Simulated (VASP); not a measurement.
A run of VASP 6.6.1 is set up as follows.

Contents of INCAR:

```
SYSTEM = Al3BP4
PREC     = Accurate       ! precision mode
ENCUT    = 500            ! plane-wave cutoff, eV
EDIFF    = 1E-7           ! SCF threshold, eV
ISMEAR   = 0              ! smearing method
SIGMA    = 0.2            ! smearing width, eV
LREAL    = .FALSE.        ! projectors in reciprocal space
LASPH    = .TRUE.         ! aspherical terms in the spheres
NELM     = 120            ! most SCF steps
ALGO     = Normal         ! electronic algorithm
ISIF     = 3              ! what is computed and relaxed
LWAVE    = .FALSE.        ! write WAVECAR
LCHARG   = .FALSE.        ! write CHGCAR
GGA      = PE             ! functional
IBRION   = 2              ! ionic algorithm
NSW      = 36             ! ionic steps
EDIFFG   = -0.08          ! ionic threshold
GGA_COMPAT= .FALSE.      
NELMIN   = 4
```

Contents of KPOINTS:

```
regular mesh
0
G
  3 3 3
  0 0 0
```

POSCAR

```
Al3BP4
1.0
    5.2817857400      0.0000000000      0.0000000000
    0.0000000000      5.2817857400      0.0000000000
    0.0000000000      0.0000000000      5.2817857400
Al B P
3 1 4
Direct
    0.0000000000      0.5000000000      0.5000000000
    0.5000000000      0.5000000000      0.0000000000
    0.5000000000      0.0000000000      0.5000000000
    0.0000000000      0.0000000000      0.0000000000
    0.7623949100      0.7623949100      0.2376050900
    0.7623949100      0.2376050900      0.7623949100
    0.2376050900      0.7623949100      0.7623949100
    0.2376050900      0.2376050900      0.2376050900
```

Potentials or basis: VASP PAW PBE potentials, release 64 (Al, B, P).

Command:

```bash
$ cat potpaw_PBE.64/Al/POTCAR potpaw_PBE.64/B/POTCAR potpaw_PBE.64/P/POTCAR > POTCAR
$ mpirun -np 1 vasp_std > vasp.out
```

Estimate the band gap on the k mesh.

1.41 eV, direct.

Estimate the relaxed cell.

a = 5.277 Å, b = 5.277 Å, c = 5.277 Å, α = 90.00°, β = 90.00°, γ = 90.00°.

What does it give for the space group after relaxing (to 0.05 Å)?

P-43m (No. 215).

Estimate the relaxed volume.

18.37 Å³/atom.

The path:
```tsv
step	energy change (eV)	largest force (eV/Å)	pressure (GPa)	volume (Å³)
1	0.0000	1.4188	0.84	147.35
2	-0.2644	0.5235	-1.34	149.41
3	-0.2923	0.1063	-2.10	150.32
4	-0.3085	0.1310	1.20	144.98
5	-0.3175	0.0362	-0.08	146.93
```

Caveat: the relaxation stopped at a loose force limit of 0.08 eV/Å, so its end isn't a converged minimum. As with any semilocal functional, this PBE gap is likely too small.
